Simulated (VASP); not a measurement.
# BN (P6_3mc) in VASP: settings compared, part 2 of 2

VASP 6.6.1. Earlier steps stand in the parts before.

## Step 4: Single point, r2SCAN

Input file POSCAR:

```
BN
1.0
    2.5439500161      0.0000000000      0.0000000000
   -1.2719750081      2.2031253399      0.0000000000
    0.0000000000      0.0000000000      4.2078153010
B N
2 2
Direct
    0.3333333333      0.6666666667      0.0002034636
    0.6666666667      0.3333333333      0.5002034636
    0.3333333333      0.6666666667      0.3747965364
    0.6666666667      0.3333333333      0.8747965364
```

Input file INCAR.step1:

```
SYSTEM = BN
  ALGO = Normal
  EDIFF = 1E-4
  ENCUT = 520
  GGA = PE
  ISMEAR = -1
  LASPH = .TRUE.
  LCHARG = .FALSE.
  LREAL = .FALSE.
  LWAVE = .TRUE.
  NBANDS = 16
  NELM = 80
  PREC = Accurate
  SIGMA = 0.02
```

Input file INCAR.step2:

```
SYSTEM = BN
  ALGO = Normal
  EDIFF = 1E-6
  ENCUT = 520
  ISIF = 2
  ISMEAR = -1
  ISTART = 1
  LASPH = .TRUE.
  LCHARG = .TRUE.
  LELF = .TRUE.
  LMIXTAU = .TRUE.
  LREAL = .FALSE.
  LVHAR = .TRUE.
  LWAVE = .FALSE.
  METAGGA = R2SCAN
  NBANDS = 16
  NELM = 80
  PREC = Accurate
  SIGMA = 0.02
```

Input file KPOINTS:

```
k-points
0
G
  12 12 6
  0 0 0
```

Potentials or basis: VASP PAW PBE potentials, release 64 (B, N).

Command:

```
$ cat potpaw_PBE.64/B/POTCAR potpaw_PBE.64/N/POTCAR > POTCAR
$ cp INCAR.step1 INCAR
$ mpirun -np 1 vasp_std > vasp.out
$ cp INCAR.step2 INCAR
$ mpirun -np 1 vasp_std > vasp.out
```

OUTCAR:

```text
SYSTEM = BN
   EDIFF = 1E-6
   ENCUT = 520
   ISIF = 2
   ISMEAR = -1
   ISTART = 1
   LASPH = .TRUE.
   LREAL = .FALSE.
   METAGGA = R2SCAN
   NELM = 80
   PREC = Accurate

 ion  position               nearest neighbor table
   1  0.333  0.667  0.000-   4 1.56   4 1.56   4 1.56   3 1.58
   2  0.667  0.333  0.500-   3 1.56   3 1.56   3 1.56   4 1.58
   3  0.333  0.667  0.375-   2 1.56   2 1.56   2 1.56   1 1.58
   4  0.667  0.333  0.875-   1 1.56   1 1.56   1 1.56   2 1.58

  LATTYP: Found a hexagonal cell.
 ALAT       =     2.5439500161
 C/A-ratio  =     1.6540479468

  Lattice vectors:

 A1 = (   2.5439500161,   0.0000000000,   0.0000000000)
 A2 = (  -1.2719750081,   2.2031253399,   0.0000000000)
 A3 = (   0.0000000000,   0.0000000000,   4.2078153010)

Analysis of symmetry for initial positions (statically):
=====================================================================
 Subroutine PRICEL returns:
 Original cell was already a primitive cell.

 Routine SETGRP: Setting up the symmetry group for a
 hexagonal supercell.

 Subroutine GETGRP returns: Found 12 space group operations
 (whereof  6 operations were pure point group operations)
 out of a pool of 24 trial point group operations.

The static configuration has the point symmetry C_3v.
 The point group associated with its full space group is C_6v.

Analysis of symmetry for dynamics (positions and initial velocities):
=====================================================================
 Subroutine PRICEL returns:
 Original cell was already a primitive cell.

 Routine SETGRP: Setting up the symmetry group for a
 hexagonal supercell.

 Subroutine GETGRP returns: Found 12 space group operations
 (whereof  6 operations were pure point group operations)
 out of a pool of 24 trial point group operations.

The dynamic configuration has the point symmetry C_3v.
 The point group associated with its full space group is C_6v.

 Subroutine INISYM returns: Found 12 space group operations
 (whereof  6 operations are pure point group operations),
 and found     1 'primitive' translations

----------------------------------------------------------------------------------------

                                     Primitive cell

  volume of cell :      23.5833

  direct lattice vectors                    reciprocal lattice vectors
     2.543950016  0.000000000  0.000000000     0.393089484  0.226950320  0.000000000
    -1.271975008  2.203125340  0.000000000     0.000000000  0.453900639  0.000000000
     0.000000000  0.000000000  4.207815301     0.000000000  0.000000000  0.237653017

  length of vectors
     2.543950016  2.543950016  4.207815301     0.453900639  0.453900639  0.237653017

  position of ions in fractional coordinates (direct lattice)
     0.333333333  0.666666667  0.000203464
     0.666666667  0.333333333  0.500203464
     0.333333333  0.666666667  0.374796536
     0.666666667  0.333333333  0.874796536

  ion indices of the primitive-cell ions
   primitive index   ion index
                 1           1
                 2           2
                 3           3
                 4           4

----------------------------------------------------------------------------------------
[... 27 lines left out ...]
  0.000000  0.000000  0.000000      1.000000
  0.083333 -0.000000  0.000000      6.000000
  0.166667  0.000000  0.000000      6.000000
  0.250000  0.000000  0.000000      6.000000
  0.333333 -0.000000  0.000000      6.000000
  0.416667 -0.000000  0.000000      6.000000
[... 16 lines left out ...]
  0.250000  0.000000  0.166667     12.000000
  0.333333 -0.000000  0.166667     12.000000
 [... further k-points ...]
   k-points           NKPTS =     76   k-points in BZ     NKDIM =     76   number of bands    NBANDS=     16
   number of dos      NEDOS =    301   number of ions     NIONS =      4
   total plane-waves  NPLWV =  12800
   dimension x,y,z NGX =    20 NGY =   20 NGZ =   32
   dimension x,y,z NGXF=    40 NGYF=   40 NGZF=   64
   ions per type =               2   2
   NGX,Y,Z   is equivalent  to a cutoff of  13.07, 13.07, 12.64 a.u.
   NGXF,Y,Z  is equivalent  to a cutoff of  26.14, 26.14, 25.29 a.u.
 SYSTEM =  BN
   PREC   = accura    normal or accurate (medium, high low for compatibility)
   ISTART =      1    job   : 0-new  1-cont  2-samecut
   ICHARG =      0    charge: 1-file 2-atom 10-const
   ISPIN  =      1    spin polarized calculation?
   LNONCOLLINEAR =      F non collinear calculations
   LSORBIT =      F    spin-orbit coupling
   LASPH  =      T    aspherical Exc in radial PAW
   ENCUT  =  520.0 eV  38.22 Ry    6.18 a.u.   4.73  4.73  7.82*2*pi/ulx,y,z
   NELM   =     80;   NELMIN=  2; NELMDL=  0     # of ELM steps
   EDIFF  = 0.1E-05   stopping-criterion for ELM
   LREAL  =      F    real-space projection
   EDIFFG = 0.1E-04   stopping-criterion for IOM
   NSW    =      0    number of steps for IOM
   IBRION =     -1    ionic relax: 0-MD 1-quasi-New 2-CG
   NFREE  =      0    steps in history (QN), initial steepest desc. (CG)
   ISIF   =      2    stress and relaxation
   ISYM   =      2    0-nonsym 1-usesym 2-fastsym
   POTIM  = 0.5000    time-step for ionic-motion
   TEBEG  =    0.0;   TEEND  =   0.0 temperature during run
   PSTRESS=    0.0 pullay stress
   NELECT =      16.0000    total number of electrons
   NUPDOWN=      -1.0000    fix difference up-down
   EMIN   =  10.00;   EMAX   =-10.00  energy-range for DOS
   EFERMI =   0.00;   METHOD = LEGACY
   ISMEAR =    -1;   SIGMA  =   0.02  broadening in eV -4-tet -1-fermi 0-gaus
   EFERMI_NEDOS =   21; number of points for ismear=-14 and -15
   IALGO  =     38    algorithm
   IMIX   =      4    mixing-type and parameters
     AMIX     =   0.40;   BMIX     =  1.00
     AMIX_MAG =   1.60;   BMIX_MAG =  1.00
  volume/ion in A,a.u.               =       5.90        39.79
  Fermi-wavevector in a.u.,A,eV,Ry     =   1.438512  2.718393 28.154745  2.069315
  Thomas-Fermi vector in A             =   2.557470
   LORBIT       =      0    0 simple, 1 ext, 2 COOP (PROOUT), +10 PAW based schemes
   METAGGA = R2SCAN    functional components
   LHFCALC =     F    Hartree Fock is set to
   AEXX    =    0.0000 exact exchange contribution
   IVDW    =     0    specifies the selected vdW correction
   LEPSILON=     F    determine dielectric tensor
   LRPA    =     F    only Hartree local field effects (RPA)
 non-spin polarized calculation
  energy-cutoff  :      520.00
  volume of cell :       23.58
 maximum number of plane-waves:       652
 NGX is ok and might be reduce to    20
   NGX =  9   NGY =  9   NGZ = 15

 number of electron      16.0000000 magnetization

 Free energy of the ion-electron system (eV)
  ---------------------------------------------------
  ext. energy  EPLUGINS =         0.00000000
  ---------------------------------------------------
  free energy    TOTEN  =       -38.26618442 eV

  energy without entropy =      -38.26618442  energy(sigma->0) =      -38.26618442

 E-fermi :   7.9163     XC(G=0): -13.6454

 val. band max:        7.4268101943   @ k =   0.0000   0.0000   0.0000
 cond. band min:      13.1451074001   @ k =   0.3333   0.3333   0.0000
 fundamental gap:      5.7182972057
 Fermi energy:         7.9162917829

 k-point     1 :       0.0000    0.0000    0.0000
  band No.  band energies     occupation
      1     -14.0657      2.00000
      2      -9.8251      2.00000
      3      -3.9046      2.00000
      4       5.2170      2.00000
      5       5.2170      2.00000
      6       7.1562      2.00000
[... 433 lines left out ...]
      3      -1.7566      2.00000
      4      -0.2394      2.00000
      5       1.1622      2.00000
      6       2.9536      2.00000
[... 8 lines left out ...]
     15      24.6527      0.00000
     16      24.9275      0.00000

 [... further k-points ...]

------------------------ aborting loop because EDIFF is reached ----------------------------------------

  FORCE on cell =-STRESS in cart. coord.  units (eV):
  Direction    XX          YY          ZZ          XY          YZ          ZX
  --------------------------------------------------------------------------------------
  -------------------------------------------------------------------------------------
  Total        0.1654166      0.1654166      0.1613164     -0.0000000      0.0000000      0.0000000
  in kB       11.2379002     11.2379002     10.9593476     -0.0000000      0.0000000      0.0000000
  external PRESSURE =      11.1450493 kB  Pullay stress =       0.0000000 kB

 VOLUME and BASIS-vectors are now :
 -----------------------------------------------------------------------------
  energy-cutoff  :      520.00
  volume of cell :       23.58
      direct lattice vectors                 reciprocal lattice vectors
     2.543950016  0.000000000  0.000000000     0.393089484  0.226950320  0.000000000
    -1.271975008  2.203125340  0.000000000     0.000000000  0.453900639  0.000000000
     0.000000000  0.000000000  4.207815301     0.000000000  0.000000000  0.237653017

 POSITION                                       TOTAL-FORCE (eV/Angst)
 -----------------------------------------------------------------------------------
     -0.00000      1.46875      0.00086        -0.000000     -0.000000      0.002494
      1.27198      0.73438      2.10476         0.000000     -0.000000      0.002494
     -0.00000      1.46875      1.57707        -0.000000     -0.000000     -0.002494
      1.27198      0.73438      3.68098         0.000000      0.000000     -0.002494
 -----------------------------------------------------------------------------------
    total drift:                               -0.000000      0.000000     -0.002258

  FREE ENERGIE OF THE ION-ELECTRON SYSTEM (eV)
  ---------------------------------------------------
  free  energy   TOTEN  =       -38.2661844184 eV

  energy  without entropy=      -38.2661844184  energy(sigma->0) =      -38.26618442
```

It took 2.1 min on 1 thread of Intel Xeon 8259CL, shared host; peak memory 0.15 GiB.

What came out:

| Quantity | Value |
| --- | --- |
| Free energy | -38.2662 eV |
| Pressure | 1.1 GPa |
| Band gap on the k mesh | 5.72 eV (least direct gap 8.98 eV) |

Forces on the atoms (eV/Å):
```
B    0.000  0.000  0.002
B    0.000  0.000  0.002
N    0.000  0.000 -0.002
N    0.000  0.000 -0.002
```

Caveat: the PAW data sets were made with another functional, which shifts forces and pressure a little. A k mesh can miss the band edges.

## Step 5: Relaxation of cell and atoms, r2SCAN

This run uses another cell than the first one, of 5.97 Å³/atom.

Input file POSCAR:

```
BN
1.0
    2.5544338113      0.0000000000      0.0000000000
   -1.2772169057      2.2122045728      0.0000000000
    0.0000000000      0.0000000000      4.2244270384
B N
2 2
Direct
    0.3333333333      0.6666666667      0.0001896167
    0.6666666667      0.3333333333      0.5001896167
    0.3333333333      0.6666666667      0.3748103833
    0.6666666667      0.3333333333      0.8748103833
```

Input file INCAR.step1:

```
SYSTEM = BN
ALGO = Normal
EDIFF = 1E-4
ENCUT = 600
GGA = PE
ISMEAR = -1
LASPH = .TRUE.
LCHARG = .FALSE.
LREAL = .FALSE.
LWAVE = .TRUE.
NELM = 100
PREC = Accurate
SIGMA = 0.02
```

Input file INCAR.step2:

```
SYSTEM = BN
ALGO = Normal
EDIFF = 1E-6
EDIFFG = -0.005
ENCUT = 600
IBRION = 2
ISIF = 3
ISMEAR = -1
ISTART = 1
LASPH = .TRUE.
LCHARG = .FALSE.
LMIXTAU = .TRUE.
LREAL = .FALSE.
LWAVE = .FALSE.
METAGGA = R2SCAN
NELM = 100
NSW = 80
PREC = Accurate
SIGMA = 0.02
```

KPOINTS is that of step 4.

Command:

```
$ cat potpaw_PBE.64/B/POTCAR potpaw_PBE.64/N/POTCAR > POTCAR
$ cp INCAR.step1 INCAR
$ mpirun -np 1 vasp_std > vasp.out
$ cp INCAR.step2 INCAR
$ mpirun -np 1 vasp_std > vasp.out
```

Wall time 6.2 min (1 thread of Intel Xeon 8259CL, shared host); peak memory 0.16 GiB.

The run converged. Its results:

| Property | Result |
| --- | --- |
| Free energy | -38.2728 eV |
| Relaxed volume | 5.91 Å³/atom |
| Relaxed cell | a = 2.547 Å, b = 2.547 Å, c = 4.212 Å, α = 90.00°, β = 90.00°, γ = 120.00° |
| Space group after relaxing (to 0.1 Å) | P6_3mc (No. 186) |
| Energy gained by relaxing | 0.6 meV/atom |
| Ionic steps | 5 |
| Pressure after relaxing | 0.0 GPa |
| Band gap on the k mesh | 5.72 eV (least direct gap 8.97 eV) |

The path:
```tsv
step	energy change (eV)	largest force (eV/Å)	pressure (GPa)	volume (Å³)
1	0.0000	0.0041	-3.53	23.87
2	0.0004	0.0200	3.95	23.42
3	-0.0024	0.0073	0.00	23.65
4	-0.0024	0.0074	0.01	23.65
5	-0.0024	0.0003	0.01	23.65
```

Final structure:
```xyz
4
Lattice="2.5465 0.0000 0.0000 -1.2733 2.2054 0.0000 0.0000 0.0000 4.2119" Properties=species:S:1:pos:R:3 pbc="T T T"
B     0.0000    1.4702    0.0009
B     1.2733    0.7351    2.1068
N     0.0000    1.4702    1.5786
N     1.2733    0.7351    3.6846
```

Levels at points of the mesh, in eV from the valence-band top:
```csv
k point,band 4,band 5,band 6,band 7,band 8,band 9,band 10,band 11,band 12
"(0.00, 0.00, 0.00)",-2.20,-2.20,-0.27,0.00,0.00,9.06,9.06,9.29,10.18
"(0.50, 0.00, 0.00)",-8.14,-7.19,-5.18,-4.52,-2.19,7.29,8.59,11.36,12.20
"(0.00, 0.00, 0.50)",-5.95,-1.22,-1.22,-1.22,-1.22,10.22,10.22,10.67,10.67
"(0.50, 0.00, 0.50)",-10.40,-3.91,-3.91,-3.72,-3.72,7.19,7.19,10.70,10.70
```

Caveat: the PAW data sets were made with another functional, which shifts forces and pressure a little. A k mesh can miss the band edges.

## Step 6: The runs side by side

| task | level | cell | k mesh | cutoff (eV) | smearing | gap on the mesh (eV) | pressure (GPa) |
| --- | --- | --- | --- | --- | --- | --- | --- |
| single point | PBE | a = 2.544, b = 2.544, c = 4.208 Å, angles 90.0, 90.0, 120.0°, 4 atoms | 6 × 6 × 4 | 520 | gaussian 0.01 eV | 5.19 | 5.0 |
| single point | PBE | a = 2.544, b = 2.544, c = 4.208 Å, angles 90.0, 90.0, 120.0°, 4 atoms | 12 × 12 × 6 | 520 | fermi-dirac 0.02 eV | 5.19 | 4.9 |
| single point | r2SCAN | a = 2.544, b = 2.544, c = 4.208 Å, angles 90.0, 90.0, 120.0°, 4 atoms | 12 × 12 × 6 | 520 | fermi-dirac 0.02 eV | 5.72 | 1.1 |
| relaxation of cell and atoms | r2SCAN | relaxed from a = 2.554, b = 2.554, c = 4.224 Å, angles 90.0, 90.0, 120.0°, 4 atoms | 12 × 12 × 6 | 600 | fermi-dirac 0.02 eV | 5.72 | 0.0 |

Alike in all rows: potentials or basis VASP PAW PBE potentials, release 64 (B, N); no spin polarisation.

Caveats: some runs use coarse meshes; the PAW data sets were made with another functional, which shifts forces and pressure a little (at least some runs); the cell stands under pressure (at least some runs).

Total energies depend on the potentials used, so only differences within one code and one set of settings carry meaning.
